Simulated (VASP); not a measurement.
# TiCo2 (Fd-3m) in VASP: a series of runs

Aim: see how the results for TiCo2 move with the level of theory and the settings. Levels: PBEsol, LDA. Tasks: single point.

Everything below comes from runs of VASP 6.6.1. Logs are shortened: lines on timing, memory, paths and dates and some standing lists are left out, and cuts for length are marked.

### Step 1. The cell of the first run

The structure is cubic, space group Fd-3m (No. 227). The conventional cell has a = 6.704 Å, b = 6.704 Å, c = 6.704 Å, α = 90.00°, β = 90.00°, γ = 90.00°. Ti (site symmetry -43m) has 12 Co at 2.78 Å and 4 Ti at 2.90 Å within 3.7 Å. Co (site symmetry -3m) has 6 Co at 2.37 Å and 6 Ti at 2.78 Å within 3.1 Å.

### Step 2. Single point, PBEsol, collinear spin, ferrimagnetic start

INCAR

```
PREC     = Accurate       # precision mode
ENCUT    = 520            # plane-wave cutoff, eV
EDIFF    = 1E-6           # SCF threshold, eV
ISMEAR   = -1             # smearing method
SIGMA    = 0.1            # smearing width, eV
LREAL    = False          # projectors in reciprocal space
LASPH    = True           # aspherical terms in the spheres
NELM     = 150            # most SCF steps
ALGO     = Normal         # electronic algorithm
ISIF     = 2              # what is computed and relaxed
LWAVE    = False          # write WAVECAR
LCHARG   = False          # write CHGCAR
ISPIN    = 2              # spin polarisation
MAGMOM   = -0.31 -0.31 0.82 0.82 0.82 0.82 # initial moments
LORBIT   = 11             # projections on sites
LMAXMIX  = 4              # l up to which the mixer works
GGA      = PS             # functional
NBANDS   = 43             # bands
```

KPOINTS

```
regular mesh
0
Gamma
  10 10 10
```

POSCAR

```
TiCo2
1.0
    0.0000000000      3.3520000000      3.3520000000
    3.3520000000      0.0000000000      3.3520000000
    3.3520000000      3.3520000000      0.0000000000
Ti Co
2 4
Direct
    0.5000000000      0.5000000000      0.5000000000
    0.7500000000      0.7500000000      0.7500000000
    0.1250000000      0.1250000000      0.1250000000
    0.6250000000      0.1250000000      0.1250000000
    0.1250000000      0.1250000000      0.6250000000
    0.1250000000      0.6250000000      0.1250000000
```

Potentials or basis: VASP PAW PBE potentials, release 64 (Ti_sv, Co).

Run with:

```sh
> cat potpaw_PBE.64/Ti_sv/POTCAR potpaw_PBE.64/Co/POTCAR > POTCAR
> mpirun -np 1 vasp_std > vasp.out
```

OUTCAR:

```text
PREC = Accurate
   ENCUT = 520
   EDIFF = 1E-6
   ISMEAR = -1
   LREAL = False
   LASPH = True
   NELM = 150
   ISIF = 2
   ISPIN = 2
   LORBIT = 11
   GGA = PS

 ion  position               nearest neighbor table
   1  0.500  0.500  0.500-   3 2.78   5 2.78   6 2.78   3 2.78   4 2.78   5 2.78   3 2.78   4 2.78
                             6 2.78   4 2.78   5 2.78   6 2.78   2 2.90   2 2.90   2 2.90   2 2.90
   2  0.750  0.750  0.750-   4 2.78   5 2.78   6 2.78   3 2.78   4 2.78   6 2.78   3 2.78   4 2.78
                             5 2.78   3 2.78   5 2.78   6 2.78   1 2.90   1 2.90   1 2.90   1 2.90
   3  0.125  0.125  0.125-   4 2.37   5 2.37   6 2.37   5 2.37   6 2.37   4 2.37   1 2.78   2 2.78
                             1 2.78   2 2.78   1 2.78   2 2.78
   4  0.625  0.125  0.125-   3 2.37   5 2.37   6 2.37   3 2.37   5 2.37   6 2.37   2 2.78   1 2.78
                             1 2.78   2 2.78   2 2.78   1 2.78
   5  0.125  0.125  0.625-   3 2.37   3 2.37   4 2.37   6 2.37   6 2.37   4 2.37   1 2.78   2 2.78
                             1 2.78   2 2.78   1 2.78   2 2.78
   6  0.125  0.625  0.125-   3 2.37   5 2.37   3 2.37   4 2.37   5 2.37   4 2.37   2 2.78   1 2.78
                             2 2.78   2 2.78   1 2.78   1 2.78

  LATTYP: Found a face centered cubic cell.
 ALAT       =     6.7040000000

  Lattice vectors:

 A1 = (   0.0000000000,   3.3520000000,   3.3520000000)
 A2 = (   3.3520000000,   0.0000000000,   3.3520000000)
 A3 = (   3.3520000000,   3.3520000000,   0.0000000000)

Analysis of symmetry for initial positions (statically):
=====================================================================
 Subroutine PRICEL returns:
 Original cell was already a primitive cell.

 Routine SETGRP: Setting up the symmetry group for a
 face centered cubic supercell.

 Subroutine GETGRP returns: Found 48 space group operations
 (whereof 24 operations were pure point group operations)
 out of a pool of 48 trial point group operations.

The static configuration has the point symmetry T_d .
 The point group associated with its full space group is O_h .

Analysis of symmetry for dynamics (positions and initial velocities):
=====================================================================
 Subroutine PRICEL returns:
 Original cell was already a primitive cell.

 Routine SETGRP: Setting up the symmetry group for a
 face centered cubic supercell.

 Subroutine GETGRP returns: Found 48 space group operations
 (whereof 24 operations were pure point group operations)
 out of a pool of 48 trial point group operations.

The dynamic configuration has the point symmetry T_d .
 The point group associated with its full space group is O_h .

Analysis of structural, dynamic, and magnetic symmetry:
=====================================================================
 Subroutine PRICEL returns:
 Original cell was already a primitive cell.

 Routine SETGRP: Setting up the symmetry group for a
 face centered cubic supercell.

 Subroutine GETGRP returns: Found 48 space group operations
 (whereof 24 operations were pure point group operations)
 out of a pool of 48 trial point group operations.

The overall configuration has the point symmetry T_d .
 The point group associated with its full space group is O_h .

 Subroutine INISYM returns: Found 48 space group operations
 (whereof 24 operations are pure point group operations),
 and found     1 'primitive' translations

----------------------------------------------------------------------------------------

                                     Primitive cell

  volume of cell :      75.3255

  direct lattice vectors                    reciprocal lattice vectors
     0.000000000  3.352000000  3.352000000    -0.149164678  0.149164678  0.149164678
     3.352000000  0.000000000  3.352000000     0.149164678 -0.149164678  0.149164678
     3.352000000  3.352000000  0.000000000     0.149164678  0.149164678 -0.149164678

  length of vectors
     4.740443861  4.740443861  4.740443861     0.258360801  0.258360801  0.258360801

  position of ions in fractional coordinates (direct lattice)
     0.500000000  0.500000000  0.500000000
     0.750000000  0.750000000  0.750000000
     0.125000000  0.125000000  0.125000000
     0.625000000  0.125000000  0.125000000
     0.125000000  0.125000000  0.625000000
     0.125000000  0.625000000  0.125000000

  ion indices of the primitive-cell ions
   primitive index   ion index
                 1           1
                 2           2
                 3           3
                 4           4
                 5           5
                 6           6

----------------------------------------------------------------------------------------

 KPOINTS: regular mesh

Automatic generation of k-mesh.
 Grid dimensions read from file:
 generate k-points for:   10   10   10

 Generating k-lattice:

  Cartesian coordinates                     Fractional coordinates (reciprocal lattice)
    -0.014916468  0.014916468  0.014916468     0.100000000  0.000000000  0.000000000
     0.014916468 -0.014916468  0.014916468     0.000000000  0.100000000  0.000000000
     0.014916468  0.014916468 -0.014916468     0.000000000  0.000000000  0.100000000

  Length of vectors
     0.025836080  0.025836080  0.025836080

  Shift w.r.t. Gamma in fractional coordinates (k-lattice)
     0.000000000  0.000000000  0.000000000

 Subroutine IBZKPT returns following result:
 ===========================================

 Found     47 irreducible k-points:

 Following reciprocal coordinates:
            Coordinates               Weight
  0.000000  0.000000  0.000000      1.000000
  0.100000  0.000000  0.000000      8.000000
  0.200000  0.000000  0.000000      8.000000
  0.300000  0.000000  0.000000      8.000000
  0.400000  0.000000  0.000000      8.000000
  0.500000  0.000000  0.000000      4.000000
[... 16 lines left out ...]
  0.300000  0.300000  0.000000      6.000000
  0.400000  0.300000  0.000000     24.000000
 [... further k-points ...]
   k-points           NKPTS =     47   k-points in BZ     NKDIM =     47   number of bands    NBANDS=     43
   number of dos      NEDOS =    301   number of ions     NIONS =      6
   total plane-waves  NPLWV =  46656
   dimension x,y,z NGX =    36 NGY =   36 NGZ =   36
   dimension x,y,z NGXF=    72 NGYF=   72 NGZF=   72
   ions per type =               2   4
   NGX,Y,Z   is equivalent  to a cutoff of  12.63, 12.63, 12.63 a.u.
   NGXF,Y,Z  is equivalent  to a cutoff of  25.25, 25.25, 25.25 a.u.
 SYSTEM =  unknown system
   PREC   = accura    normal or accurate (medium, high low for compatibility)
   ISTART =      0    job   : 0-new  1-cont  2-samecut
   ICHARG =      2    charge: 1-file 2-atom 10-const
   ISPIN  =      2    spin polarized calculation?
   LNONCOLLINEAR =      F non collinear calculations
   LSORBIT =      F    spin-orbit coupling
   LASPH  =      T    aspherical Exc in radial PAW
   ENCUT  =  520.0 eV  38.22 Ry    6.18 a.u.   8.81  8.81  8.81*2*pi/ulx,y,z
   NELM   =    150;   NELMIN=  2; NELMDL= -5     # of ELM steps
   EDIFF  = 0.1E-05   stopping-criterion for ELM
   LREAL  =      F    real-space projection
   EDIFFG = 0.1E-04   stopping-criterion for IOM
   NSW    =      0    number of steps for IOM
   IBRION =     -1    ionic relax: 0-MD 1-quasi-New 2-CG
   NFREE  =      0    steps in history (QN), initial steepest desc. (CG)
   ISIF   =      2    stress and relaxation
   ISYM   =      2    0-nonsym 1-usesym 2-fastsym
   POTIM  = 0.5000    time-step for ionic-motion
   TEBEG  =    0.0;   TEEND  =   0.0 temperature during run
   PSTRESS=    0.0 pullay stress
   NELECT =      60.0000    total number of electrons
   NUPDOWN=      -1.0000    fix difference up-down
   EMIN   =  10.00;   EMAX   =-10.00  energy-range for DOS
   EFERMI =   0.00;   METHOD = LEGACY
   ISMEAR =    -1;   SIGMA  =   0.10  broadening in eV -4-tet -1-fermi 0-gaus
   EFERMI_NEDOS =   21; number of points for ismear=-14 and -15
   IALGO  =     38    algorithm
   IMIX   =      4    mixing-type and parameters
     AMIX     =   0.40;   BMIX     =  1.00
     AMIX_MAG =   1.60;   BMIX_MAG =  1.00
  volume/ion in A,a.u.               =      12.55        84.72
  Fermi-wavevector in a.u.,A,eV,Ry     =   1.517555  2.867764 31.333871  2.302975
  Thomas-Fermi vector in A             =   2.626795
   LORBIT       =     11    0 simple, 1 ext, 2 COOP (PROOUT), +10 PAW based schemes
   GGA     = PS    functional components
   LHFCALC =     F    Hartree Fock is set to
   AEXX    =    0.0000 exact exchange contribution
   IVDW    =     0    specifies the selected vdW correction
   LEPSILON=     F    determine dielectric tensor
   LRPA    =     F    only Hartree local field effects (RPA)
 spin polarized calculation
  energy-cutoff  :      520.00
  volume of cell :       75.33
 maximum number of plane-waves:      2085
   NGX = 17   NGY = 17   NGZ = 17

 number of electron      60.0000021 magnetization       1.6676983

 Free energy of the ion-electron system (eV)
  ---------------------------------------------------
  ext. energy  EPLUGINS =         0.00000000
  ---------------------------------------------------
  free energy    TOTEN  =       -49.63523863 eV

  energy without entropy =      -49.34405305  energy(sigma->0) =      -49.48964584

 E-fermi :   9.6741     XC(G=0): -12.9403

 val. band max:        9.6726399176   @ k =   0.5000   0.2000   0.1000
 cond. band min:       9.6747981457   @ k =   0.4000   0.3000   0.0000
 fundamental gap:      0.0021582282
 Fermi energy:         9.6741453743

 spin component 1

 k-point     1 :       0.0000    0.0000    0.0000
  band No.  band energies     occupation
      1     -47.1590      1.00000
      2     -47.0762      1.00000
      3     -23.5448      1.00000
      4     -23.5448      1.00000
      5     -23.5448      1.00000
      6     -23.3603      1.00000
[... 34 lines left out ...]
     41      15.2096      0.00000
     42      15.2096      0.00000
[... 994 lines left out ...]
      2     -47.0992      1.00000
      3     -23.5783      1.00000
      4     -23.5764      1.00000
      5     -23.4956      1.00000
      6     -23.4131      1.00000
[... 34 lines left out ...]
     41      12.7098      0.00000
     42      12.7671      0.00000

 [... further k-points ...]

 spin component 2

 k-point     1 :       0.0000    0.0000    0.0000
  band No.  band energies     occupation
      1     -47.3632      1.00000
      2     -47.2801      1.00000
      3     -23.7523      1.00000
      4     -23.7523      1.00000
      5     -23.7523      1.00000
      6     -23.5667      1.00000
[... 34 lines left out ...]
     41      15.0848      0.00000
     42      15.0848      0.00000
[... 994 lines left out ...]
      2     -47.3032      1.00000
      3     -23.7858      1.00000
      4     -23.7839      1.00000
      5     -23.7028      1.00000
      6     -23.6197      1.00000
[... 34 lines left out ...]
     41      12.6719      0.00000
     42      12.7363      0.00000

 [... further k-points ...]

 [bands above 42 left out]

------------------------ aborting loop because EDIFF is reached ----------------------------------------

  FORCE on cell =-STRESS in cart. coord.  units (eV):
  Direction    XX          YY          ZZ          XY          YZ          ZX
  --------------------------------------------------------------------------------------
  -------------------------------------------------------------------------------------
  Total       -5.8499228     -5.8499228     -5.8499228     -0.0000000      0.0000000     -0.0000000
  in kB     -124.4281631   -124.4281631   -124.4281631     -0.0000000      0.0000000     -0.0000000
  external PRESSURE =    -124.4281631 kB  Pullay stress =       0.0000000 kB

 VOLUME and BASIS-vectors are now :
 -----------------------------------------------------------------------------
  energy-cutoff  :      520.00
  volume of cell :       75.33
      direct lattice vectors                 reciprocal lattice vectors
     0.000000000  3.352000000  3.352000000    -0.149164678  0.149164678  0.149164678
     3.352000000  0.000000000  3.352000000     0.149164678 -0.149164678  0.149164678
     3.352000000  3.352000000  0.000000000     0.149164678  0.149164678 -0.149164678

 POSITION                                       TOTAL-FORCE (eV/Angst)
 -----------------------------------------------------------------------------------
      3.35200      3.35200      3.35200         0.000000      0.000000      0.000000
      5.02800      5.02800      5.02800        -0.000000     -0.000000     -0.000000
      0.83800      0.83800      0.83800        -0.000000     -0.000000     -0.000000
      0.83800      2.51400      2.51400        -0.000000     -0.000000     -0.000000
      2.51400      2.51400      0.83800        -0.000000     -0.000000     -0.000000
      2.51400      0.83800      2.51400        -0.000000     -0.000000     -0.000000
 -----------------------------------------------------------------------------------
    total drift:                                0.000000      0.000000      0.000000

  FREE ENERGIE OF THE ION-ELECTRON SYSTEM (eV)
  ---------------------------------------------------
  free  energy   TOTEN  =       -49.6352386288 eV

  energy  without entropy=      -49.3440530495  energy(sigma->0) =      -49.48964584

 total charge

# of ion       s       p       d       tot
------------------------------------------
    1        2.219   6.144   1.811  10.175
    2        2.219   6.144   1.811  10.175
    3        0.533   0.553   7.295   8.381
    4        0.533   0.553   7.295   8.381
    5        0.533   0.553   7.295   8.381
    6        0.533   0.553   7.295   8.381
--------------------------------------------------
tot          6.571  14.502  32.801  53.874

 magnetization (x)

# of ion       s       p       d       tot
------------------------------------------
    1       -0.003  -0.015  -0.212  -0.229
    2       -0.003  -0.015  -0.212  -0.229
    3        0.000  -0.006   0.577   0.571
    4        0.000  -0.006   0.577   0.571
    5        0.000  -0.006   0.577   0.571
    6        0.000  -0.006   0.577   0.571
--------------------------------------------------
tot         -0.004  -0.056   1.886   1.825
```

It took 8.4 min on 1 thread of Intel Xeon Platinum 8259CL at 2.50GHz (Skylake/Cascade Lake), shared host; peak memory 0.39 GiB.

Results:

```
Free energy                                           : -49.6352 eV
Pressure                                              : -12.4 GPa
Net moment                                            : 1.67 μB per cell
Site moments                                          : Ti -0.23; Co +0.57 μB
Valence electrons inside the program's atomic spheres : Ti 10.18; Co 8.38
```

Caveat: the cell stands under tension; the PAW data sets were made with another functional, which shifts forces and pressure a little.

### Step 3. Single point, PBEsol, collinear spin, ferrimagnetic start

INCAR

```
SYSTEM = TiCo2
PREC     = Accurate       ! precision mode
ENCUT    = 520            ! plane-wave cutoff, eV
EDIFF    = 1E-7           ! SCF threshold, eV
ISMEAR   = 0              ! smearing method
SIGMA    = 0.1            ! smearing width, eV
LREAL    = .False.        ! projectors in reciprocal space
LASPH    = .True.         ! aspherical terms in the spheres
NELM     = 150            ! most SCF steps
ALGO     = Normal         ! electronic algorithm
ISIF     = 2              ! what is computed and relaxed
LWAVE    = .False.        ! write WAVECAR
LCHARG   = .False.        ! write CHGCAR
ISPIN    = 2              ! spin polarisation
MAGMOM   = -0.31 -0.31 0.82 0.82 0.82 0.82 ! initial moments
LORBIT   = 11             ! projections on sites
LMAXMIX  = 4              ! l up to which the mixer works
GGA      = PS             ! functional
NBANDS   = 43             ! bands
```

KPOINTS

```
Automatic mesh
0
Gamma
  10 10 10
  0 0 0
```

POSCAR is that of step 2.

Potentials or basis: VASP PAW PBE potentials, release 64 (Ti_sv, Co).

Run with:

```sh
> cat potpaw_PBE.64/Ti_sv/POTCAR potpaw_PBE.64/Co/POTCAR > POTCAR
> mpirun -np 1 vasp_std > vasp.out
```

Run time: 32 min. Hardware: 1 thread of Intel Xeon Platinum 8259CL at 2.50GHz (Skylake/Cascade Lake), shared host; peak memory 0.39 GiB.

It converged, with:

```
Free energy                                           : -49.5040 eV
Pressure                                              : -14.0 GPa
Band gap on the k mesh                                : zero (filled and empty bands overlap)
Net moment                                            : 0.00 μB per cell
Valence electrons inside the program's atomic spheres : Ti 10.17; Co 8.38
```

Levels at points of the mesh, in eV from the Fermi level:
Spin up:
```csv
k point,band 26,band 27,band 28,band 29,band 30,band 31,band 32,band 33,band 34,band 35
"(0.00, 0.00, 0.00)",-0.69,-0.58,-0.58,-0.52,-0.52,-0.52,0.76,0.76,0.76,0.96
"(0.50, 0.00, 0.00)",-0.63,-0.57,-0.35,-0.35,0.14,0.14,0.53,0.53,0.76,0.87
"(0.50, 0.50, 0.00)",-1.65,-0.53,-0.53,-0.48,-0.48,-0.03,-0.03,0.85,0.85,1.52
```
Spin down:
```
           k point  band 28  band 29  band 30  band 31  band 32  band 33
(0.00, 0.00, 0.00)    -0.58    -0.52    -0.52    -0.52     0.76     0.76
(0.50, 0.00, 0.00)    -0.35    -0.35     0.14     0.14     0.53     0.53
(0.50, 0.50, 0.00)    -0.53    -0.49    -0.49    -0.03    -0.03     0.85
```

Caveat: the cell stands under tension; the PAW data sets were made with another functional, which shifts forces and pressure a little.

### Step 4. Single point, PBEsol, collinear spin, ferrimagnetic start

INCAR

```
ALGO = Normal ; EDIFF = 1E-6
ENCUT = 520 ; GGA = PS
ISIF = 2 ; ISMEAR = 1
ISPIN = 2 ; LASPH = T
LCHARG = F ; LMAXMIX = 4
LORBIT = 11 ; LREAL = F
LWAVE = F ; MAGMOM = -0.31 -0.31 0.82 0.82 0.82 0.82
NBANDS = 43 ; NELM = 150
PREC = Accurate ; SIGMA = 0.3
```

KPOINTS

```
k-points
0
Gamma
  10 10 10
```

POSCAR is that of step 3.

Run with:

```sh
> cat potpaw_PBE.64/Ti_sv/POTCAR potpaw_PBE.64/Co/POTCAR > POTCAR
> mpirun -np 1 vasp_std > vasp.out
```

Run time: 7.4 min. Hardware: 1 thread of Intel Xeon Platinum 8259CL at 2.50GHz (Skylake/Cascade Lake), shared host; peak memory 0.38 GiB.

Results (log left out):

- Free energy: -49.4890 eV
- Pressure: -12.6 GPa
- Net moment: 1.89 μB per cell
- Site moments: Ti -0.27; Co +0.65 μB
- Valence electrons inside the program's atomic spheres: Ti 10.17; Co 8.38

Levels at points of the mesh, in eV from the Fermi level:
Spin up:
| k point | band 28 | band 29 | band 30 | band 31 | band 32 | band 33 | band 34 | band 35 |
| --- | --- | --- | --- | --- | --- | --- | --- | --- |
| (0.00, 0.00, 0.00) | -0.94 | -0.62 | -0.62 | -0.62 | 0.38 | 0.38 | 0.38 | 0.91 |
| (0.50, 0.00, 0.00) | -0.78 | -0.78 | 0.17 | 0.17 | 0.38 | 0.59 | 0.59 | 0.86 |
| (0.50, 0.50, 0.00) | -0.90 | -0.90 | -0.90 | -0.18 | -0.18 | 0.81 | 0.81 | 1.49 |
Spin down:
```tsv
k point	band 25	band 26	band 27	band 28	band 29	band 30	band 31	band 32	band 33	band 34
(0.00, 0.00, 0.00)	-0.55	-0.55	-0.30	-0.30	-0.22	-0.22	-0.22	1.02	1.02	1.02
(0.50, 0.00, 0.00)	-0.35	-0.35	-0.27	-0.02	-0.02	0.13	0.13	0.48	0.48	0.85
(0.50, 0.50, 0.00)	-1.45	-1.45	-0.23	-0.23	-0.18	-0.18	0.08	0.08	0.90	0.90
```

Caveat: the cell stands under tension; so wide a smearing shifts energies and pressures; the PAW data sets were made with another functional, which shifts forces and pressure a little.

[end of part 1 of 2]
